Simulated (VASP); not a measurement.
Set up this calculation in VASP 6.6.1, as the native input.

| Property | Result |
| --- | --- |
| Task | single point |
| Functional | PBEsol |
| Potentials or basis | VASP PAW PBE potentials, release 64 (Co_sv, O) |
| Cutoff | 600 eV |
| k mesh | 8 × 8 × 8 |
| Occupations | gaussian, width 0.05 eV |
| Spin | collinear spin, ferromagnetic start |
| Starting moments | [2.78, 0.35] μB |
| Hubbard terms | Co d U = 1.0 eV |
| Dipole correction | no |
| Second run | valence_matched |
| Further INCAR settings | ALGO = Normal; EDIFF = 1e-06; NBANDS = 22 |

The structure of CoO lies in POSCAR:

```
CoO
1.0
    0.0000000000      2.1315016600      2.1315016600
    2.1315016600      0.0000000000      2.1315016600
    2.1315016600      2.1315016600      0.0000000000
Co O
1 1
Direct
    0.0000000000      0.0000000000      0.0000000000
    0.5000000000      0.5000000000      0.5000000000
```

These files were run (other wordings do the same):

INCAR

```
PREC     = Accurate       # precision mode
ENCUT    = 600            # plane-wave cutoff, eV
EDIFF    = 1E-6           # SCF threshold, eV
ISMEAR   = 0              # smearing method
SIGMA    = 0.05           # smearing width, eV
LREAL    = F              # projectors in reciprocal space
LASPH    = T              # aspherical terms in the spheres
NELM     = 200            # most SCF steps
ALGO     = Normal         # electronic algorithm
ISIF     = 2              # what is computed and relaxed
LWAVE    = F              # write WAVECAR
LCHARG   = T              # write CHGCAR
ISPIN    = 2              # spin polarisation
MAGMOM   = 2.78 0.35      # initial moments
LORBIT   = 11             # projections on sites
LMAXMIX  = 4              # l up to which the mixer works
LDAU     = T              # DFT+U
LDAUTYPE = 2            
LDAUL    = 2 -1           # shell
LDAUU    = 1 0            # U, eV
LDAUJ    = 0 0          
LDAUPRINT= 1            
GGA      = PS             # functional
LELF     = T              # ELF
LVHAR    = T            
NBANDS   = 22             # bands
GGA_COMPAT= F
```

KPOINTS

```
regular mesh
0
Gamma
  8 8 8
```

Potentials or basis: VASP PAW PBE potentials, release 64 (Co_sv, O).

Launch:

```bash
$ cat potpaw_PBE.64/Co_sv/POTCAR potpaw_PBE.64/O/POTCAR > POTCAR
$ mpirun -np 1 vasp_std > vasp.out
```

Results of the run:

```json
{
 "Pressure": "-12.5 GPa",
 "Band gap on the k mesh": "zero (filled and empty bands overlap)",
 "Net moment": "3.00 μB per cell",
 "Site moments": "Co +2.60; O +0.30 μB",
 "Valence electrons inside the program's atomic spheres": "Co 14.86; O 4.96"
}
```

Caveat: the PAW data sets were made with another functional, which shifts forces and pressure a little; a cell with one magnetic atom can't hold antiferromagnetic order, which such compounds often take.

Wall time 56 s on 1 thread of AMD EPYC 7R13 Processor (Zen 3), with other jobs on the host, peak memory 0.13 GiB.
